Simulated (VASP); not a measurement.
Write the native input for VASP 6.6.1 that does the following.

```yaml
Task: relaxation of cell and atoms
Functional: PBE
Potentials_or_basis: VASP PAW PBE potentials, release 64 (Tl_d, P, O)
Cutoff: 600 eV
k_mesh: 6 × 6 × 4
Occupations: gaussian, width 0.1 eV
Spin: no spin polarisation
Dipole_correction: no
Further_INCAR_settings: ALGO = Normal; EDIFF = 1e-06; IBRION = 2; EDIFFG = -0.04; NSW = 90; ISIF = 3
```

The structure of TlPO2 lies in POSCAR:

```
TlPO2
1.0
    3.4338586900      0.0000000000      0.0000000000
    0.0000000000      3.4338586900      0.0000000000
    0.0000000000      0.0000000000      4.8364947200
Tl P O
1 1 2
Direct
    0.5000000000      0.5000000000      0.5000000000
    0.0000000000      0.0000000000      0.0000000000
    0.5000000000      0.0000000000      0.7382648000
    0.0000000000      0.5000000000      0.2617352000
```

One way to write it, as run:

INCAR

```
SYSTEM = TlPO2
ALGO = Normal
EDIFF = 1E-6
EDIFFG = -0.04
ENCUT = 600
GGA = PE
IBRION = 2
ISIF = 3
ISMEAR = 0
LASPH = .TRUE.
LCHARG = .FALSE.
LREAL = .FALSE.
LWAVE = .FALSE.
NELM = 100
NSW = 90
PREC = Accurate
SIGMA = 0.1
```

KPOINTS

```
k-points
0
G
  6 6 4
  0 0 0
```

Potentials or basis: VASP PAW PBE potentials, release 64 (Tl_d, P, O).

Command:

```console
$ cat potpaw_PBE.64/Tl_d/POTCAR potpaw_PBE.64/P/POTCAR potpaw_PBE.64/O/POTCAR > POTCAR
$ mpirun -np 1 vasp_std > vasp.out
```

Results of the run:

| Item | Value |
| --- | --- |
| Relaxed volume | 16.01 Å³/atom |
| Relaxed cell | a = 3.514 Å, b = 3.514 Å, c = 5.186 Å, α = 90.00°, β = 90.00°, γ = 90.00° |
| Space group after relaxing (to 0.05 Å) | P-4m2 (No. 115) |
| Energy gained by relaxing | 1014.7 meV/atom |
| Ionic steps | 11 |
| Pressure after relaxing | 0.3 GPa |
| Largest force after relaxing | 0.013 eV/Å |
| Band gap on the k mesh | zero (band 15 reaches 5.43 eV, above the bottom of band 16 at 5.39 eV) |

Caveat: spin-orbit coupling is left out, which moves the levels of the heavy elements.

Run time: 110 s on 1 thread of Intel(R) Xeon(R) 6975P-C (Granite Rapids), on a shared host, peak memory 0.21 GiB.
